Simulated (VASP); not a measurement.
Set up this calculation in VASP 6.6.1, as the native input.

```
Task                   : single point
Functional             : PBE
Dispersion             : D3(BJ)
Potentials or basis    : VASP PAW PBE potentials, release 64 (C)
Cutoff                 : 520 eV
k mesh                 : 22 × 22 × 4
Occupations            : gaussian, width 0.15 eV
Spin                   : no spin polarisation
Dipole correction      : no
Further INCAR settings : ALGO = Normal; EDIFF = 1e-06; NBANDS = 26
```

The structure of C lies in POSCAR:

```
C
1.0
   -1.2324898335     -2.1347350114      0.0000000000
    1.2324898335     -2.1347350114      0.0000000000
    0.0000000000     -2.8464556642     13.4768657407
C
8
Direct
    0.4166708350      0.4166708350      0.8749500000
    0.7500208350      0.7500208350      0.3749500000
   -0.0833041650     -0.0833041650      0.1249500000
   -0.4166541650     -0.4166541650      0.6249500000
    0.0833375017      0.0833375017      0.8749500000
    0.4166875017      0.4166875017      0.3749500000
    0.2500291683      0.2500291683      0.1249500000
   -0.0833208317     -0.0833208317      0.6249500000
```

This cell differs from its parent crystal: the part above a cut slid along it.

One way to write it, as run:

INCAR

```
SYSTEM = C
PREC = Accurate ; ENCUT = 520
EDIFF = 1E-6 ; ISMEAR = 0
SIGMA = 0.15 ; LREAL = .False.
LASPH = .True. ; NELM = 100
ALGO = Normal ; ISIF = 2
LWAVE = .False. ; LCHARG = .True.
GGA = PE ; IVDW = 12
LELF = .True. ; LVHAR = .True.
NBANDS = 26
```

KPOINTS

```
Automatic mesh
0
Gamma
  22 22 4
  0 0 0
```

Potentials or basis: VASP PAW PBE potentials, release 64 (C).

Command:

```bash
$ cat potpaw_PBE.64/C/POTCAR > POTCAR
$ mpirun -np 1 vasp_std > vasp.out
```

It gave:

- Pressure: 0.6 GPa
- Largest force: 0.050 eV/Å
- Dispersion energy per atom: -0.156 eV

Caveat: the cell differs from its parent crystal (the part above a cut slid along it).

It took 23 min on 1 thread of Oxide Virtual Turin-like Processor, on a shared host, peak memory 0.63 GiB.
